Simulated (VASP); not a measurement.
# LiF (Griceite) in VASP: settings compared

Aim: see how the results for LiF (Griceite) move with the level of theory and the settings. Levels: RPBE, PBEsol, PBE. Tasks: single point.

All numbers are computed with VASP 6.6.1; they aren't measurements. Logs are shortened: lines on timing, memory, paths and dates and some standing lists are left out, and cuts for length are marked.

## Step 1: The cell of the first run

The typed cell holds 2 atoms: a = 2.848 Å, b = 2.848 Å, c = 2.848 Å, α = 60.00°, β = 60.00°, γ = 60.00°.

## Step 2: Single point, RPBE (atoms moved at random)

INCAR

```
PREC = Accurate
ENCUT = 520
EDIFF = 1E-7
ISMEAR = -5
SIGMA = 0.05
LREAL = False
LASPH = True
NELM = 100
ALGO = Normal
ISIF = 2
LWAVE = False
LCHARG = False
GGA = RP
NBANDS = 12
```

KPOINTS

```
Automatic mesh
0
Gamma
  11 11 11
```

POSCAR

```
LiF
1.0
    2.8482261100      0.0000000000      0.0000000000
    1.4241130550      2.4666361670      0.0000000000
    1.4241130550      0.8222120557      2.3255668805
F Li
1 1
Direct
    0.5088264757      0.4972057768      0.4928859965
    0.0088275243      0.9973152232      0.9928820035
```

Potentials or basis: VASP PAW PBE potentials, release 64 (F, Li_sv).

Command:

```bash
> cat potpaw_PBE.64/F/POTCAR potpaw_PBE.64/Li_sv/POTCAR > POTCAR
> mpirun -np 1 vasp_std > vasp.out
```

OUTCAR:

```text
PREC = Accurate
   ENCUT = 520
   EDIFF = 1E-7
   ISMEAR = -5
   LREAL = False
   LASPH = True
   NELM = 100
   ISIF = 2
   GGA = RP

 ion  position               nearest neighbor table
   1  0.509  0.497  0.493-   2 2.01   2 2.01   2 2.01   2 2.01   2 2.01   2 2.01
   2  0.009  0.997  0.993-   1 2.01   1 2.01   1 2.01   1 2.01   1 2.01   1 2.01

  LATTYP: Found a face centered cubic cell.
 ALAT       =     4.0279999935

  Lattice vectors:

 A1 = (   2.8482261100,   0.0000000000,   0.0000000000)
 A2 = (   1.4241130550,   2.4666361670,   0.0000000000)
 A3 = (   1.4241130550,   0.8222120557,   2.3255668805)

Analysis of symmetry for initial positions (statically):
=====================================================================
 Subroutine PRICEL returns:
 Original cell was already a primitive cell.

 Routine SETGRP: Setting up the symmetry group for a
 face centered cubic supercell.

 Subroutine GETGRP returns: Found  4 space group operations
 (whereof  1 operations were pure point group operations)
 out of a pool of 48 trial point group operations.

The static configuration has the point symmetry C_1 .
 The point group associated with its full space group is C_2v.

Analysis of symmetry for dynamics (positions and initial velocities):
=====================================================================
 Subroutine PRICEL returns:
 Original cell was already a primitive cell.

 Routine SETGRP: Setting up the symmetry group for a
 face centered cubic supercell.

 Subroutine GETGRP returns: Found  4 space group operations
 (whereof  1 operations were pure point group operations)
 out of a pool of 48 trial point group operations.

The dynamic configuration has the point symmetry C_1 .
 The point group associated with its full space group is C_2v.

 Subroutine INISYM returns: Found  4 space group operations
 (whereof  1 operations are pure point group operations),
 and found     1 'primitive' translations

----------------------------------------------------------------------------------------

                                     Primitive cell

  volume of cell :      16.3384

  direct lattice vectors                    reciprocal lattice vectors
     2.848226110  0.000000000  0.000000000     0.351095721 -0.202705209 -0.143334228
     1.424113055  2.466636167  0.000000000     0.000000000  0.405410418 -0.143334228
     1.424113055  0.822212056  2.325566880     0.000000000  0.000000000  0.430002684

[... 88 lines left out ...]
   NSW    =      0    number of steps for IOM
   IBRION =     -1    ionic relax: 0-MD 1-quasi-New 2-CG
   NFREE  =      0    steps in history (QN), initial steepest desc. (CG)
   ISIF   =      2    stress and relaxation
   ISYM   =      2    0-nonsym 1-usesym 2-fastsym
   POTIM  = 0.5000    time-step for ionic-motion
   TEBEG  =    0.0;   TEEND  =   0.0 temperature during run
   PSTRESS=    0.0 pullay stress
   NELECT =      10.0000    total number of electrons
   NUPDOWN=      -1.0000    fix difference up-down
   EMIN   =  10.00;   EMAX   =-10.00  energy-range for DOS
   EFERMI =   0.00;   METHOD = LEGACY
   ISMEAR =    -5;   SIGMA  =   0.05  broadening in eV -4-tet -1-fermi 0-gaus
   EFERMI_NEDOS =   21; number of points for ismear=-14 and -15
   IALGO  =     38    algorithm
   IMIX   =      4    mixing-type and parameters
     AMIX     =   0.40;   BMIX     =  1.00
     AMIX_MAG =   1.60;   BMIX_MAG =  1.00
  volume/ion in A,a.u.               =       8.17        55.13
  Fermi-wavevector in a.u.,A,eV,Ry     =   1.389970  2.626662 26.286674  1.932016
  Thomas-Fermi vector in A             =   2.513950
   LORBIT       =      0    0 simple, 1 ext, 2 COOP (PROOUT), +10 PAW based schemes
   GGA     = RP    functional components
   LHFCALC =     F    Hartree Fock is set to
   AEXX    =    0.0000 exact exchange contribution
   IVDW    =     0    specifies the selected vdW correction
   LEPSILON=     F    determine dielectric tensor
   LRPA    =     F    only Hartree local field effects (RPA)
 non-spin polarized calculation
 Fermi weights with tetrahedron method with Bloechl corrections
  energy-cutoff  :      520.00
  volume of cell :       16.34
 maximum number of plane-waves:       459
 NGX is ok and might be reduce to    24
   NGX = 11   NGY = 11   NGZ = 11

 number of electron      10.0000000 magnetization

 Free energy of the ion-electron system (eV)
  ---------------------------------------------------
  ext. energy  EPLUGINS =         0.00000000
  ---------------------------------------------------
  free energy    TOTEN  =        -9.20331887 eV

  energy without entropy =       -9.20331887  energy(sigma->0) =       -9.20331887

 E-fermi :  -0.7338     XC(G=0):  -9.6289

 val. band max:       -0.8226462917   @ k =   0.0000   0.0000   0.0000
 cond. band min:       8.5281125405   @ k =   0.0000   0.0000   0.0000
 fundamental gap:      9.3507588322
 Fermi energy:        -0.7337997547

 k-point     1 :       0.0000    0.0000    0.0000
  band No.  band energies     occupation
      1     -42.0509      2.00000
      2     -20.9067      2.00000
      3      -0.8226      2.00000
      4      -0.8226      2.00000
      5      -0.8226      2.00000
      6       8.5281      0.00000
      7      23.6603      0.00000
      8      23.6603      0.00000
      9      23.6604      0.00000
     10      23.7254      0.00000
     11      23.7255      0.00000
     12      23.7255      0.00000
[... 331 lines left out ...]
 k-point    24 :       0.0909   -0.0000    0.3636
  band No.  band energies     occupation
      1     -42.0072      2.00000
      2     -20.5657      2.00000
      3      -2.7455      2.00000
      4      -1.1224      2.00000
      5      -1.1054      2.00000
      6      10.4493      0.00000
      7      16.3792      0.00000
      8      19.0898      0.00000
      9      19.2496      0.00000
     10      25.8098      0.00000
     11      29.6722      0.00000
     12      29.8668      0.00000

 [... further k-points ...]
[... 5 lines left out ...]
  --------------------------------------------------------------------------------------
  -------------------------------------------------------------------------------------
  Total        0.6022724      0.6023968      0.6021908      0.0001077     -0.0000138      0.0000238
  in kB       59.0602329     59.0724296     59.0522276      0.0105626     -0.0013484      0.0023356
  external PRESSURE =      59.0616301 kB  Pullay stress =       0.0000000 kB

 VOLUME and BASIS-vectors are now :
 -----------------------------------------------------------------------------
  energy-cutoff  :      520.00
  volume of cell :       16.34
      direct lattice vectors                 reciprocal lattice vectors
     2.848226110  0.000000000  0.000000000     0.351095721 -0.202705209 -0.143334228
     1.424113055  2.466636167  0.000000000     0.000000000  0.405410418 -0.143334228
     1.424113055  0.822212056  2.325566880     0.000000000  0.000000000  0.430002684

 POSITION                                       TOTAL-FORCE (eV/Angst)
 -----------------------------------------------------------------------------------
      2.85926      1.63168      1.14624         0.000239      0.000413      0.000000
      2.85941      3.27637      2.30901        -0.000239     -0.000413      0.000000
 -----------------------------------------------------------------------------------
    total drift:                                0.000052     -0.000472      0.003521

  FREE ENERGIE OF THE ION-ELECTRON SYSTEM (eV)
  ---------------------------------------------------
  free  energy   TOTEN  =        -9.2033188662 eV

  energy  without entropy=       -9.2033188662  energy(sigma->0) =       -9.20331887
```

stdout:

```text
POSCAR found type information on POSCAR F Li
 POSCAR found :  2 types and       2 ions
 scaLAPACK will be used
 -----------------------------------------------------------------------------
|                                                                             |
|                                                                             |
|     You enforced a specific xc type in the INCAR file but a different       |
|     I HOPE YOU KNOW WHAT YOU ARE DOING!                                     |
|                                                                             |
 -----------------------------------------------------------------------------

 LDA part: xc-table for (Slater+PW92), standard interpolation
 POSCAR, INCAR and KPOINTS ok, starting setup
 FFT: planning ... GRIDC
 FFT: planning ... GRID_SOFT
 FFT: planning ... GRID
 WAVECAR not read
 entering main loop
```

Run time: 57 s. Hardware: 1 thread of AMD EPYC 7R43 (Zen 3), shared host; peak memory 0.12 GiB.

What came out:

```
Free energy            : -9.2033 eV
Band gap on the k mesh : 9.35 eV, direct
```

Levels at points of the mesh, in eV from the valence-band top:
| k point | band 1 | band 2 | band 3 | band 4 | band 5 | band 6 | band 7 | band 8 | band 9 | band 10 |
| --- | --- | --- | --- | --- | --- | --- | --- | --- | --- | --- |
| (0.00, 0.00, 0.00) | -41.23 | -20.08 | 0.00 | 0.00 | 0.00 | 9.35 | 24.48 | 24.48 | 24.48 | 24.55 |

Caveat: the cell differs from its parent crystal (atoms moved at random); the cutoff is under 1.25 times the usual one of these potentials, so pressure, stress and relaxed cells hold a basis-set (Pulay) error; the PAW data sets were made with another functional, which shifts forces and pressure a little.

(Continued in part 2 of 2.)
